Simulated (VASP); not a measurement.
# Sc (P6_3/mmc) in VASP: notebook

The runs below take Sc through single point, relaxation of volume and atoms at fixed shape, with LDA.

Program: VASP 6.6.1. These are calculated values, not measurements. Logs are shortened: lines on timing, memory, paths and dates and some standing lists are left out, and cuts for length are marked.

### Step 1. The cell of the first run

The structure is hexagonal, space group P6_3/mmc (No. 194). Conventional cell: a = 3.198 Å, b = 3.198 Å, c = 5.096 Å, α = 90.00°, β = 90.00°, γ = 120.00°. Sc (site symmetry -6m2) has 12 Sc at 3.15 to 3.20 Å within 4.1 Å.

### Step 2. Single point, LDA

INCAR

```
SYSTEM = Sc
PREC = Accurate
ENCUT = 520
EDIFF = 1E-7
ISMEAR = 1
SIGMA = 0.1
LREAL = .False.
LASPH = .True.
NELM = 80
ALGO = Normal
ISIF = 2
LWAVE = .False.
LCHARG = .True.
GGA = CA
LELF = .True.
LVHAR = .True.
NBANDS = 18
```

KPOINTS

```
regular mesh
0
Gamma
  8 8 4
  0 0 0
```

POSCAR

```
Sc
1.0
    3.1976842339      0.0000000000      0.0000000000
   -1.5988421169      2.7692757798      0.0000000000
    0.0000000000      0.0000000000      5.0959045846
Sc
2
Direct
    0.3333333333      0.6666666667      0.2500000000
    0.6666666667      0.3333333333      0.7500000000
```

Potentials or basis: VASP PAW LDA potentials, release 64 (Sc_sv).

On the command line:

```bash
> cat potpaw_LDA.64/Sc_sv/POTCAR > POTCAR
> mpirun -np 1 vasp_std > vasp.out
```

OUTCAR:

```text
SYSTEM = Sc
   PREC = Accurate
   ENCUT = 520
   EDIFF = 1E-7
   ISMEAR = 1
   LREAL = .False.
   LASPH = .True.
   NELM = 80
   ISIF = 2
   GGA = CA

 ion  position               nearest neighbor table
   1  0.333  0.667  0.250-   2 3.15   2 3.15   2 3.15   2 3.15   2 3.15   2 3.15
   2  0.667  0.333  0.750-   1 3.15   1 3.15   1 3.15   1 3.15   1 3.15   1 3.15

  LATTYP: Found a hexagonal cell.
 ALAT       =     3.1976842339
 C/A-ratio  =     1.5936234512

  Lattice vectors:

 A1 = (   3.1976842339,   0.0000000000,   0.0000000000)
 A2 = (  -1.5988421169,   2.7692757798,   0.0000000000)
 A3 = (   0.0000000000,   0.0000000000,   5.0959045846)

Analysis of symmetry for initial positions (statically):
=====================================================================
 Subroutine PRICEL returns:
 Original cell was already a primitive cell.

 Routine SETGRP: Setting up the symmetry group for a
 hexagonal supercell.

 Subroutine GETGRP returns: Found 24 space group operations
 (whereof 12 operations were pure point group operations)
 out of a pool of 24 trial point group operations.

The static configuration has the point symmetry D_3d.
 The point group associated with its full space group is D_6h.

Analysis of symmetry for dynamics (positions and initial velocities):
=====================================================================
 Subroutine PRICEL returns:
 Original cell was already a primitive cell.

 Routine SETGRP: Setting up the symmetry group for a
 hexagonal supercell.

 Subroutine GETGRP returns: Found 24 space group operations
 (whereof 12 operations were pure point group operations)
 out of a pool of 24 trial point group operations.

The dynamic configuration has the point symmetry D_3d.
 The point group associated with its full space group is D_6h.

 Subroutine INISYM returns: Found 24 space group operations
 (whereof 12 operations are pure point group operations),
 and found     1 'primitive' translations

----------------------------------------------------------------------------------------

                                     Primitive cell

  volume of cell :      45.1256

  direct lattice vectors                    reciprocal lattice vectors
     3.197684234  0.000000000  0.000000000     0.312726313  0.180552621  0.000000000
    -1.598842117  2.769275780  0.000000000     0.000000000  0.361105242  0.000000000
     0.000000000  0.000000000  5.095904585     0.000000000  0.000000000  0.196236013

  length of vectors
     3.197684234  3.197684234  5.095904585     0.361105242  0.361105242  0.196236013

  position of ions in fractional coordinates (direct lattice)
     0.333333333  0.666666667  0.250000000
     0.666666667  0.333333333  0.750000000

  ion indices of the primitive-cell ions
   primitive index   ion index
                 1           1
                 2           2

----------------------------------------------------------------------------------------

 KPOINTS: regular mesh

Automatic generation of k-mesh.
 Grid dimensions read from file:
 generate k-points for:    8    8    4

 Generating k-lattice:

  Cartesian coordinates                     Fractional coordinates (reciprocal lattice)
     0.039090789  0.022569078  0.000000000     0.125000000  0.000000000  0.000000000
     0.000000000  0.045138155  0.000000000     0.000000000  0.125000000  0.000000000
     0.000000000  0.000000000  0.049059003     0.000000000  0.000000000  0.250000000

  Length of vectors
     0.045138155  0.045138155  0.049059003

  Shift w.r.t. Gamma in fractional coordinates (k-lattice)
     0.000000000  0.000000000  0.000000000

 Subroutine IBZKPT returns following result:
 ===========================================

 Found     30 irreducible k-points:

 Following reciprocal coordinates:
            Coordinates               Weight
  0.000000  0.000000  0.000000      1.000000
  0.125000 -0.000000  0.000000      6.000000
  0.250000 -0.000000  0.000000      6.000000
  0.375000 -0.000000  0.000000      6.000000
  0.500000 -0.000000  0.000000      3.000000
  0.125000  0.125000  0.000000      6.000000
[... 16 lines left out ...]
  0.250000 -0.000000  0.500000      6.000000
  0.375000 -0.000000  0.500000      6.000000
 [... further k-points ...]
   k-points           NKPTS =     30   k-points in BZ     NKDIM =     30   number of bands    NBANDS=     18
   number of dos      NEDOS =    301   number of ions     NIONS =      2
   total plane-waves  NPLWV =  23040
   dimension x,y,z NGX =    24 NGY =   24 NGZ =   40
   dimension x,y,z NGXF=    48 NGYF=   48 NGZF=   80
   ions per type =               2
   NGX,Y,Z   is equivalent  to a cutoff of  12.48, 12.48, 13.05 a.u.
   NGXF,Y,Z  is equivalent  to a cutoff of  24.95, 24.95, 26.10 a.u.
 SYSTEM =  Sc
   PREC   = accura    normal or accurate (medium, high low for compatibility)
   ISTART =      0    job   : 0-new  1-cont  2-samecut
   ICHARG =      2    charge: 1-file 2-atom 10-const
   ISPIN  =      1    spin polarized calculation?
   LNONCOLLINEAR =      F non collinear calculations
   LSORBIT =      F    spin-orbit coupling
   LASPH  =      T    aspherical Exc in radial PAW
   ENCUT  =  520.0 eV  38.22 Ry    6.18 a.u.   5.95  5.95  9.48*2*pi/ulx,y,z
   NELM   =     80;   NELMIN=  2; NELMDL= -5     # of ELM steps
   EDIFF  = 0.1E-06   stopping-criterion for ELM
   LREAL  =      F    real-space projection
   EDIFFG = 0.1E-05   stopping-criterion for IOM
   NSW    =      0    number of steps for IOM
   IBRION =     -1    ionic relax: 0-MD 1-quasi-New 2-CG
   NFREE  =      0    steps in history (QN), initial steepest desc. (CG)
   ISIF   =      2    stress and relaxation
   ISYM   =      2    0-nonsym 1-usesym 2-fastsym
   POTIM  = 0.5000    time-step for ionic-motion
   TEBEG  =    0.0;   TEEND  =   0.0 temperature during run
   PSTRESS=    0.0 pullay stress
   NELECT =      22.0000    total number of electrons
   NUPDOWN=      -1.0000    fix difference up-down
   EMIN   =  10.00;   EMAX   =-10.00  energy-range for DOS
   EFERMI =   0.00;   METHOD = LEGACY
   ISMEAR =     1;   SIGMA  =   0.10  broadening in eV -4-tet -1-fermi 0-gaus
   EFERMI_NEDOS =   21; number of points for ismear=-14 and -15
   IALGO  =     38    algorithm
   IMIX   =      4    mixing-type and parameters
     AMIX     =   0.40;   BMIX     =  1.00
     AMIX_MAG =   1.60;   BMIX_MAG =  1.00
  volume/ion in A,a.u.               =      22.56       152.26
  Fermi-wavevector in a.u.,A,eV,Ry     =   1.288471  2.434857 22.587820  1.660158
  Thomas-Fermi vector in A             =   2.420423
   LORBIT       =      0    0 simple, 1 ext, 2 COOP (PROOUT), +10 PAW based schemes
   GGA     = CA    functional components
   LHFCALC =     F    Hartree Fock is set to
   AEXX    =    0.0000 exact exchange contribution
   IVDW    =     0    specifies the selected vdW correction
   LEPSILON=     F    determine dielectric tensor
   LRPA    =     F    only Hartree local field effects (RPA)
 non-spin polarized calculation
 Methfessel and Paxton  Order N= 1 SIGMA  =   0.10
  energy-cutoff  :      520.00
  volume of cell :       45.13
 maximum number of plane-waves:      1228
 NGX is ok and might be reduce to    24
   NGX = 11   NGY = 11   NGZ = 19

 number of electron      21.9999996 magnetization

 Free energy of the ion-electron system (eV)
  ---------------------------------------------------
  ext. energy  EPLUGINS =         0.00000000
  ---------------------------------------------------
  free energy    TOTEN  =       -13.44924200 eV

  energy without entropy =      -13.45093323  energy(sigma->0) =      -13.44980575

 E-fermi :   4.0013     XC(G=0): -10.5153

 val. band max:        4.0009579099   @ k =   0.2500   0.1250   0.0000
 cond. band min:       4.0088383885   @ k =   0.3750  -0.0000   0.0000
 fundamental gap:      0.0078804786
 Fermi energy:         4.0013389608

 k-point     1 :       0.0000    0.0000    0.0000
  band No.  band energies     occupation
      1     -44.6161      2.00000
      2     -44.5156      2.00000
      3     -23.8528      2.00000
      4     -23.3942      2.00000
      5     -23.3942      2.00000
      6     -23.3138      2.00000
[... 10 lines left out ...]
     17       6.5331      0.00000
     18       6.5331      0.00000

 k-point     2 :       0.1250   -0.0000    0.0000
  band No.  band energies     occupation
      1     -44.6047      2.00000
      2     -44.5110      2.00000
      3     -23.8250      2.00000
      4     -23.4514      2.00000
      5     -23.4128      2.00000
      6     -23.3730      2.00000
[... 10 lines left out ...]
     17       6.3159      0.00000
     18       6.3620      0.00000

 k-point     3 :       0.2500   -0.0000    0.0000
  band No.  band energies     occupation
      1     -44.5758      2.00000
      2     -44.5010      2.00000
      3     -23.7506      2.00000
      4     -23.5913      2.00000
      5     -23.5101      2.00000
      6     -23.4555      2.00000
[... 10 lines left out ...]
     17       6.7743      0.00000
     18       7.0314      0.00000

 k-point     4 :       0.3750   -0.0000    0.0000
  band No.  band energies     occupation
      1     -44.5434      2.00000
      2     -44.4945      2.00000
      3     -23.7323      2.00000
      4     -23.6562      2.00000
      5     -23.6400      2.00000
      6     -23.4960      2.00000
[... 375 lines left out ...]
      4     -23.5860      2.00000
      5     -23.3870      2.00000
      6     -23.3870      2.00000
[... 10 lines left out ...]
     17       7.5955      0.00000
     18       7.6608      0.00000

 k-point    23 :       0.2500   -0.0000    0.5000
  band No.  band energies     occupation
      1     -44.5385      2.00000
      2     -44.5385      2.00000
      3     -23.6634      2.00000
      4     -23.6634      2.00000
      5     -23.4251      2.00000
      6     -23.4251      2.00000
[... 10 lines left out ...]
     17       7.5903      0.00000
     18       7.5909      0.00000

 k-point    24 :       0.3750   -0.0000    0.5000
  band No.  band energies     occupation
      1     -44.5189      2.00000
      2     -44.5189      2.00000
      3     -23.7743      2.00000
      4     -23.7743      2.00000
      5     -23.4312      2.00000
      6     -23.4312      2.00000
[... 10 lines left out ...]
     17       7.9565      0.00000
     18       8.0112      0.00000

 [... further k-points ...]

------------------------ aborting loop because EDIFF is reached ----------------------------------------

  FORCE on cell =-STRESS in cart. coord.  units (eV):
  Direction    XX          YY          ZZ          XY          YZ          ZX
  --------------------------------------------------------------------------------------
  -------------------------------------------------------------------------------------
  Total        0.2741159      0.2741159     -0.4728653      0.0000000      0.0000000      0.0000000
  in kB        9.7324396      9.7324396    -16.7890051      0.0000000      0.0000000      0.0000000
  external PRESSURE =       0.8919580 kB  Pullay stress =       0.0000000 kB

 VOLUME and BASIS-vectors are now :
 -----------------------------------------------------------------------------
  energy-cutoff  :      520.00
  volume of cell :       45.13
      direct lattice vectors                 reciprocal lattice vectors
     3.197684234  0.000000000  0.000000000     0.312726313  0.180552621  0.000000000
    -1.598842117  2.769275780  0.000000000     0.000000000  0.361105242  0.000000000
     0.000000000  0.000000000  5.095904585     0.000000000  0.000000000  0.196236013

 POSITION                                       TOTAL-FORCE (eV/Angst)
 -----------------------------------------------------------------------------------
     -0.00000      1.84618      1.27398         0.000000     -0.000000      0.000000
      1.59884      0.92309      3.82193        -0.000000      0.000000      0.000000
 -----------------------------------------------------------------------------------
    total drift:                               -0.000000      0.000000     -0.000000

  FREE ENERGIE OF THE ION-ELECTRON SYSTEM (eV)
  ---------------------------------------------------
  free  energy   TOTEN  =       -13.4492420038 eV

  energy  without entropy=      -13.4509332328  energy(sigma->0) =      -13.44980575
```

It took 14 s on 1 thread of Intel Xeon Platinum 8259CL at 2.50GHz (Skylake/Cascade Lake), shared host; peak memory 0.15 GiB.

What came out:

| Item | Value |
| --- | --- |
| Free energy | -13.4492 eV |
| Pressure | 0.1 GPa |
| Band gap on the k mesh | zero (band 11 reaches 4.91 eV, above the bottom of band 12 at 3.52 eV) |

### Step 3. Relaxation of volume and atoms at fixed shape, LDA

This run uses another cell than the first one, of 25.00 Å³/atom, 1.108 times its volume.

INCAR

```
PREC = Accurate
ENCUT = 600
EDIFF = 1E-6
ISMEAR = 1
SIGMA = 0.1
LREAL = False
LASPH = True
NELM = 100
ALGO = Normal
ISIF = 8
LWAVE = False
LCHARG = False
IBRION = 2
NSW = 80
EDIFFG = -0.02
```

KPOINTS

```
regular mesh
0
Gamma
  8 8 4
```

POSCAR

```
Sc
1.0
    3.3090000000      0.0000000000      0.0000000000
   -1.6545000000      2.8656780611      0.0000000000
    0.0000000000      0.0000000000      5.2733000000
Sc
2
Direct
    0.3333330000      0.6666670000      0.2500000000
    0.6666670000      0.3333330000      0.7500000000
```

Potentials or basis: VASP PAW LDA potentials, release 64 (Sc_sv).

On the command line:

```bash
> cat potpaw_LDA.64/Sc_sv/POTCAR > POTCAR
> mpirun -np 1 vasp_std > vasp.out
```

It took 45 s on 1 thread of Intel Xeon Platinum 8259CL at 2.50GHz (Skylake/Cascade Lake), shared host; peak memory 0.17 GiB.

It converged, with:

```
Free energy                            : -13.4497 eV
Relaxed volume                         : 22.61 Å³/atom
Relaxed cell                           : a = 3.200 Å, b = 3.200 Å, c = 5.099 Å, α = 90.00°, β = 90.00°, γ = 120.00°
Space group after relaxing (to 0.05 Å) : P6_3/mmc (No. 194)
Energy gained by relaxing              : 42.6 meV/atom
Ionic steps                            : 3
Pressure after relaxing                : 0.0 GPa
Band gap on the k mesh                 : zero (band 11 reaches 4.89 eV, above the bottom of band 12 at 3.51 eV)
```

Stress tensor (GPa, compression positive):
```
 0.90  0.00  0.00
 0.00  0.90  0.00
 0.00  0.00 -1.74
```

Step by step:
| step | energy change (eV) | largest force (eV/Å) | pressure (GPa) | volume (Å³) |
| --- | --- | --- | --- | --- |
| 1 | 0.0000 | 0.0000 | -5.33 | 50.00 |
| 2 | -0.0808 | 0.0000 | 1.44 | 44.23 |
| 3 | -0.0853 | 0.0000 | 0.02 | 45.21 |

Final structure:
```yaml
crystal:
  lattice:
    - [3.19970, 0.00000, 0.00000]
    - [-1.59985, 2.77103, 0.00000]
    - [0.00000, 0.00000, 5.09912]
  atoms:
    - { symbol: Sc, position: [0.33333, 0.66667, 0.25000] }
    - { symbol: Sc, position: [0.66667, 0.33333, 0.75000] }
```

Levels at points of the mesh, in eV from the Fermi level:
```tsv
k point	band 8	band 9	band 10	band 11	band 12	band 13	band 14	band 15
(0.00, 0.00, 0.00)	-27.28	-5.24	-1.81	0.74	1.64	1.64	1.78	2.11
(0.50, 0.00, 0.00)	-27.38	-1.63	-1.18	-0.85	-0.18	1.31	1.44	1.89
(0.00, 0.00, 0.50)	-27.36	-3.64	-3.64	0.90	0.90	1.58	1.58	1.58
(0.50, 0.00, 0.50)	-27.43	-1.62	-1.62	0.03	0.03	1.48	1.48	2.56
```

LDA usually gives volumes a few per cent too small. Zero-point motion and thermal expansion aren't in these numbers.
